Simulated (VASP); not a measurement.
Bi: single point with PBEsol

Crystal: Bi.

```
CELL_PARAMETERS angstrom
3.23838 0.03238 0.00000
0.03222 3.22164 0.00000
-0.08045 -0.00080 6.44389
ATOMIC_POSITIONS crystal
Bi 0.54425 0.00000 0.74958
Bi 0.45575 0.00000 0.25042
```

```
Program                : VASP 6.6.1
Task                   : single point
Functional             : PBEsol
Potentials or basis    : VASP PAW PBE potentials, release 64 (Bi_d)
Cutoff                 : 520 eV
k mesh                 : 7 × 7 × 4
Occupations            : fermi-dirac, width 0.05 eV
Spin                   : no spin polarisation
Dipole correction      : no
Further INCAR settings : ALGO = Fast; EDIFF = 1e-06; NBANDS = 22
```

```json
{
 "Pressure": "-0.5 GPa",
 "Largest force": "0.006 eV/Å",
 "Band gap on the k mesh": "zero (band 15 reaches 10.56 eV, above the bottom of band 16 at 4.53 eV)"
}
```

Forces on the atoms (eV/Å):
```
Bi  -0.001 -0.002  0.005
Bi   0.001  0.002 -0.005
```

Stress tensor (GPa, compression positive):
```
-0.76  0.19  0.02
 0.19  0.03 -0.02
 0.02 -0.02 -0.90
```

Levels at points of the mesh, in eV from the Fermi level:
```
           k point  band 12  band 13  band 14  band 15  band 16  band 17  band 18  band 19
(0.00, 0.00, 0.00)   -11.25    -5.06     3.23     3.27     3.33     4.86     5.27     6.49
(0.00, 0.00, 0.50)   -12.44    -1.82    -1.79     3.93     4.02     4.13     4.16     7.63
```

Wall time 46 s on 1 thread of Intel(R) Xeon(R) Platinum 8559C (Emerald Rapids) (shared host), peak memory 0.24 GiB.

Caveat: the PAW data sets were made with another functional, which shifts forces and pressure a little; spin-orbit coupling is left out, which moves the levels of the heavy elements.
